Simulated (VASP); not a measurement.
# Cd (Fm-3m) in VASP: a series of runs

Runs on Cd. Level: LDA. Tasks: single point.

Program: VASP 6.6.1. These are calculated values, not measurements. Logs are shortened: lines on timing, memory, paths and dates and some standing lists are left out, and cuts for length are marked.

## Step 1: The cell of the first run

It takes space group Fm-3m (No. 225, cubic). Conventional cell: a = 4.436 Å, b = 4.436 Å, c = 4.436 Å, α = 90.00°, β = 90.00°, γ = 90.00°. Cd (site symmetry m-3m) has 12 Cd at 3.14 Å within 4.1 Å.

This isn't the form of Cd at room conditions, which is hcp.

## Step 2: Single point, LDA

Input file INCAR:

```
SYSTEM = Cd
PREC     = Accurate       ! precision mode
ENCUT    = 520            ! plane-wave cutoff, eV
EDIFF    = 1E-7           ! SCF threshold, eV
ISMEAR   = 0              ! smearing method
SIGMA    = 0.15           ! smearing width, eV
LREAL    = .False.        ! projectors in reciprocal space
LASPH    = .True.         ! aspherical terms in the spheres
NELM     = 80             ! most SCF steps
ALGO     = Normal         ! electronic algorithm
ISIF     = 2              ! what is computed and relaxed
LWAVE    = .False.        ! write WAVECAR
LCHARG   = .True.         ! write CHGCAR
GGA      = CA             ! functional
LELF     = .True.         ! ELF
LVHAR    = .True.       
NBANDS   = 12             ! bands
```

Input file KPOINTS:

```
Automatic mesh
0
Gamma
  18 18 18
  0 0 0
```

Input file POSCAR:

```
Cd
1.0
    0.0000000000      2.2181497500      2.2181497500
    2.2181497500      0.0000000000      2.2181497500
    2.2181497500      2.2181497500      0.0000000000
Cd
1
Direct
    0.0000000000      0.0000000000      0.0000000000
```

Potentials or basis: VASP PAW LDA potentials, release 64 (Cd).

Run with:

```sh
$ cat potpaw_LDA.64/Cd/POTCAR > POTCAR
$ mpirun -np 1 vasp_std > vasp.out
```

OUTCAR:

```text
SYSTEM = Cd
   PREC = Accurate
   ENCUT = 520
   EDIFF = 1E-7
   ISMEAR = 0
   LREAL = .False.
   LASPH = .True.
   NELM = 80
   ISIF = 2
   GGA = CA

 ion  position               nearest neighbor table
   1  0.000  0.000  0.000-

  LATTYP: Found a face centered cubic cell.
 ALAT       =     4.4362995000

  Lattice vectors:

 A1 = (   0.0000000000,   2.2181497500,   2.2181497500)
 A2 = (   2.2181497500,   0.0000000000,   2.2181497500)
 A3 = (   2.2181497500,   2.2181497500,   0.0000000000)

Analysis of symmetry for initial positions (statically):
=====================================================================
 Subroutine PRICEL returns:
 Original cell was already a primitive cell.

 Routine SETGRP: Setting up the symmetry group for a
 face centered cubic supercell.

 Subroutine GETGRP returns: Found 48 space group operations
 (whereof 48 operations were pure point group operations)
 out of a pool of 48 trial point group operations.

The static configuration has the point symmetry O_h .

Analysis of symmetry for dynamics (positions and initial velocities):
=====================================================================
 Subroutine PRICEL returns:
 Original cell was already a primitive cell.

 Routine SETGRP: Setting up the symmetry group for a
 face centered cubic supercell.

 Subroutine GETGRP returns: Found 48 space group operations
 (whereof 48 operations were pure point group operations)
 out of a pool of 48 trial point group operations.

The dynamic configuration has the point symmetry O_h .

 Subroutine INISYM returns: Found 48 space group operations
 (whereof 48 operations are pure point group operations),
 and found     1 'primitive' translations

----------------------------------------------------------------------------------------

                                     Primitive cell

  volume of cell :      21.8274

  direct lattice vectors                    reciprocal lattice vectors
     0.000000000  2.218149750  2.218149750    -0.225413095  0.225413095  0.225413095
     2.218149750  0.000000000  2.218149750     0.225413095 -0.225413095  0.225413095
     2.218149750  2.218149750  0.000000000     0.225413095  0.225413095 -0.225413095

  length of vectors
     3.136937460  3.136937460  3.136937460     0.390426933  0.390426933  0.390426933

  position of ions in fractional coordinates (direct lattice)
     0.000000000  0.000000000  0.000000000

  ion indices of the primitive-cell ions
   primitive index   ion index
                 1           1

----------------------------------------------------------------------------------------

 KPOINTS: Automatic mesh

Automatic generation of k-mesh.
 Grid dimensions read from file:
 generate k-points for:   18   18   18

 Generating k-lattice:

  Cartesian coordinates                     Fractional coordinates (reciprocal lattice)
    -0.012522950  0.012522950  0.012522950     0.055555556  0.000000000  0.000000000
     0.012522950 -0.012522950  0.012522950     0.000000000  0.055555556  0.000000000
     0.012522950  0.012522950 -0.012522950     0.000000000  0.000000000  0.055555556

  Length of vectors
     0.021690385  0.021690385  0.021690385

  Shift w.r.t. Gamma in fractional coordinates (k-lattice)
     0.000000000  0.000000000  0.000000000

 Subroutine IBZKPT returns following result:
 ===========================================

 Found    195 irreducible k-points:

 Following reciprocal coordinates:
            Coordinates               Weight
  0.000000  0.000000  0.000000      1.000000
  0.055556  0.000000  0.000000      8.000000
  0.111111  0.000000  0.000000      8.000000
  0.166667  0.000000  0.000000      8.000000
  0.222222  0.000000  0.000000      8.000000
  0.277778  0.000000  0.000000      8.000000
[... 16 lines left out ...]
 -0.277778  0.055556  0.000000     24.000000
 -0.222222  0.055556  0.000000     24.000000
 [... further k-points ...]
   k-points           NKPTS =    195   k-points in BZ     NKDIM =    195   number of bands    NBANDS=     12
   number of dos      NEDOS =    301   number of ions     NIONS =      1
   total plane-waves  NPLWV =  13824
   dimension x,y,z NGX =    24 NGY =   24 NGZ =   24
   dimension x,y,z NGXF=    48 NGYF=   48 NGZF=   48
   ions per type =               1
   NGX,Y,Z   is equivalent  to a cutoff of  12.72, 12.72, 12.72 a.u.
   NGXF,Y,Z  is equivalent  to a cutoff of  25.44, 25.44, 25.44 a.u.
 SYSTEM =  Cd
   PREC   = accura    normal or accurate (medium, high low for compatibility)
   ISTART =      0    job   : 0-new  1-cont  2-samecut
   ICHARG =      2    charge: 1-file 2-atom 10-const
   ISPIN  =      1    spin polarized calculation?
   LNONCOLLINEAR =      F non collinear calculations
   LSORBIT =      F    spin-orbit coupling
   LASPH  =      T    aspherical Exc in radial PAW
   ENCUT  =  520.0 eV  38.22 Ry    6.18 a.u.   5.83  5.83  5.83*2*pi/ulx,y,z
   NELM   =     80;   NELMIN=  2; NELMDL= -5     # of ELM steps
   EDIFF  = 0.1E-06   stopping-criterion for ELM
   LREAL  =      F    real-space projection
   EDIFFG = 0.1E-05   stopping-criterion for IOM
   NSW    =      0    number of steps for IOM
   IBRION =     -1    ionic relax: 0-MD 1-quasi-New 2-CG
   NFREE  =      0    steps in history (QN), initial steepest desc. (CG)
   ISIF   =      2    stress and relaxation
   ISYM   =      2    0-nonsym 1-usesym 2-fastsym
   POTIM  = 0.5000    time-step for ionic-motion
   TEBEG  =    0.0;   TEEND  =   0.0 temperature during run
   PSTRESS=    0.0 pullay stress
   NELECT =      12.0000    total number of electrons
   NUPDOWN=      -1.0000    fix difference up-down
   EMIN   =  10.00;   EMAX   =-10.00  energy-range for DOS
   EFERMI =   0.00;   METHOD = LEGACY
   ISMEAR =     0;   SIGMA  =   0.15  broadening in eV -4-tet -1-fermi 0-gaus
   EFERMI_NEDOS =   21; number of points for ismear=-14 and -15
   IALGO  =     38    algorithm
   IMIX   =      4    mixing-type and parameters
     AMIX     =   0.40;   BMIX     =  1.00
     AMIX_MAG =   1.60;   BMIX_MAG =  1.00
  volume/ion in A,a.u.               =      21.83       147.30
  Fermi-wavevector in a.u.,A,eV,Ry     =   1.341120  2.534350 24.471486  1.798604
  Thomas-Fermi vector in A             =   2.469379
   LORBIT       =      0    0 simple, 1 ext, 2 COOP (PROOUT), +10 PAW based schemes
   GGA     = CA    functional components
   LHFCALC =     F    Hartree Fock is set to
   AEXX    =    0.0000 exact exchange contribution
   IVDW    =     0    specifies the selected vdW correction
   LEPSILON=     F    determine dielectric tensor
   LRPA    =     F    only Hartree local field effects (RPA)
 non-spin polarized calculation
 Gauss-broadening in eV      SIGMA  =   0.15
  energy-cutoff  :      520.00
  volume of cell :       21.83
 maximum number of plane-waves:       609
   NGX = 11   NGY = 11   NGZ = 11

 number of electron      12.0000003 magnetization

 Free energy of the ion-electron system (eV)
  ---------------------------------------------------
  ext. energy  EPLUGINS =         0.00000000
  ---------------------------------------------------
  free energy    TOTEN  =        -1.47967200 eV

  energy without entropy =       -1.47570994  energy(sigma->0) =       -1.47769097

 E-fermi :   2.5028     XC(G=0): -11.3253

 val. band max:        2.4146938170   @ k =  -0.3889   0.5000   0.1111
 cond. band min:       2.5083434011   @ k =  -0.3333   0.3333   0.1667
 fundamental gap:      0.0936495840
 Fermi energy:         2.5027563716

 k-point     1 :       0.0000    0.0000    0.0000
  band No.  band energies     occupation
      1      -6.4929      2.00000
      2      -6.4929      2.00000
      3      -6.4929      2.00000
      4      -6.2362      2.00000
      5      -6.0309      2.00000
      6      -6.0309      2.00000
      7      16.5659      0.00000
      8      17.4377      0.00000
      9      17.4377      0.00000
     10      17.4377      0.00000
     11      20.9243      0.00000
     12      20.9243      0.00000

 k-point     2 :       0.0556    0.0000    0.0000
  band No.  band energies     occupation
      1      -6.5024      2.00000
      2      -6.4795      2.00000
      3      -6.4795      2.00000
      4      -6.1546      2.00000
      5      -6.0343      2.00000
      6      -6.0343      2.00000
      7      16.0316      0.00000
      8      16.8438      0.00000
      9      17.3087      0.00000
     10      17.3087      0.00000
     11      21.1455      0.00000
     12      21.1455      0.00000

 k-point     3 :       0.1111    0.0000    0.0000
  band No.  band energies     occupation
      1      -6.5423      2.00000
      2      -6.4449      2.00000
      3      -6.4449      2.00000
      4      -6.0395      2.00000
      5      -6.0395      2.00000
      6      -5.8963      2.00000
      7      14.0911      0.00000
      8      16.7769      0.00000
      9      16.9938      0.00000
     10      16.9938      0.00000
     11      21.3328      0.00000
     12      21.7019      0.00000
[... 286 lines left out ...]
 k-point    23 :      -0.2778    0.0556    0.0000
  band No.  band energies     occupation
      1      -6.7963      2.00000
      2      -6.4134      2.00000
      3      -6.3928      2.00000
      4      -5.9398      2.00000
      5      -5.8650      2.00000
      6      -3.6681      2.00000
      7       7.2089      0.00000
      8      14.0206      0.00000
      9      16.5795      0.00000
     10      16.6709      0.00000
     11      19.5816      0.00000
     12      19.8773      0.00000

 k-point    24 :      -0.2222    0.0556    0.0000
  band No.  band energies     occupation
      1      -6.7088      2.00000
      2      -6.3945      2.00000
      3      -6.3724      2.00000
      4      -6.0295      2.00000
      5      -5.9478      2.00000
      6      -4.5067      2.00000
      7       9.2134      0.00000
      8      14.2648      0.00000
      9      17.1015      0.00000
     10      17.1608      0.00000
     11      19.8730      0.00000
     12      20.1080      0.00000

 [... further k-points ...]

------------------------ aborting loop because EDIFF is reached ----------------------------------------

  FORCE on cell =-STRESS in cart. coord.  units (eV):
  Direction    XX          YY          ZZ          XY          YZ          ZX
  --------------------------------------------------------------------------------------
  -------------------------------------------------------------------------------------
  Total       -0.6036929     -0.6036929     -0.6036929      0.0000000     -0.0000000     -0.0000000
  in kB      -44.3122744    -44.3122744    -44.3122744      0.0000000     -0.0000000     -0.0000000
  external PRESSURE =     -44.3122744 kB  Pullay stress =       0.0000000 kB

 VOLUME and BASIS-vectors are now :
 -----------------------------------------------------------------------------
  energy-cutoff  :      520.00
  volume of cell :       21.83
      direct lattice vectors                 reciprocal lattice vectors
     0.000000000  2.218149750  2.218149750    -0.225413095  0.225413095  0.225413095
     2.218149750  0.000000000  2.218149750     0.225413095 -0.225413095  0.225413095
     2.218149750  2.218149750  0.000000000     0.225413095  0.225413095 -0.225413095

 POSITION                                       TOTAL-FORCE (eV/Angst)
 -----------------------------------------------------------------------------------
      0.00000      0.00000      0.00000        -0.000000      0.000000     -0.000000
 -----------------------------------------------------------------------------------
    total drift:                               -0.000000     -0.000000     -0.000000

  FREE ENERGIE OF THE ION-ELECTRON SYSTEM (eV)
  ---------------------------------------------------
  free  energy   TOTEN  =        -1.4796719980 eV

  energy  without entropy=       -1.4757099385  energy(sigma->0) =       -1.47769097
```

It took 42 s on 1 thread of AMD EPYC 7R43 (Zen 3), shared host; peak memory 0.13 GiB.

What came out:

| Property | Result |
| --- | --- |
| Free energy | -1.4797 eV |
| Pressure | -4.4 GPa |
| Band gap on the k mesh | zero (bands 6 and 7 overlap by 2.90 eV) |

Levels at points of the mesh, in eV from the Fermi level:
```
           k point  band 4  band 5  band 6  band 7  band 8  band 9
(0.00, 0.00, 0.00)   -8.74   -8.53   -8.53   14.06   14.93   14.93
(0.50, 0.00, 0.00)   -8.16   -8.16   -2.24   -1.29   12.49   12.49
(0.50, 0.50, 0.00)   -8.06   -8.06   -0.74    1.41    6.80    6.80
```

Caveat: the cell stands under tension.

## Step 3: Single point, LDA

Input file INCAR:

```
SYSTEM = Cd
ALGO = Normal
EDIFF = 1E-7
ENCUT = 520
GGA = CA
ISIF = 2
ISMEAR = 0
LASPH = .True.
LCHARG = .False.
LREAL = .False.
LWAVE = .False.
NBANDS = 12
NELM = 60
PREC = Accurate
SIGMA = 0.15
```

Input file KPOINTS:

```
k-points
0
Gamma
  20 20 20
  0 0 0
```

POSCAR is that of step 2.

Potentials or basis: VASP PAW LDA potentials, release 64 (Cd).

Run with:

```sh
$ cat potpaw_LDA.64/Cd/POTCAR > POTCAR
$ mpirun -np 1 vasp_std > vasp.out
```

Run time: 54 s. Hardware: 1 thread of AMD EPYC 7R43 (Zen 3), shared host; peak memory 0.14 GiB.

Results (log left out):

| Property | Result |
| --- | --- |
| Free energy | -1.4807 eV |
| Pressure | -4.5 GPa |
| Band gap on the k mesh | zero (bands 6 and 7 overlap by 3.31 eV) |

Levels at points of the mesh, in eV from the Fermi level:
```
           k point  band 3  band 4  band 5  band 6  band 7  band 8  band 9  band 10
(0.00, 0.00, 0.00)   -9.05   -8.79   -8.59   -8.59   14.01   14.88   14.88    14.88
(0.50, 0.00, 0.00)   -9.04   -8.21   -8.21   -2.29   -1.34   12.44   12.44    13.12
(0.50, 0.50, 0.00)   -8.23   -8.11   -8.11   -0.80    1.36    6.74    6.74    11.18
```

Caveat: the cell stands under tension.
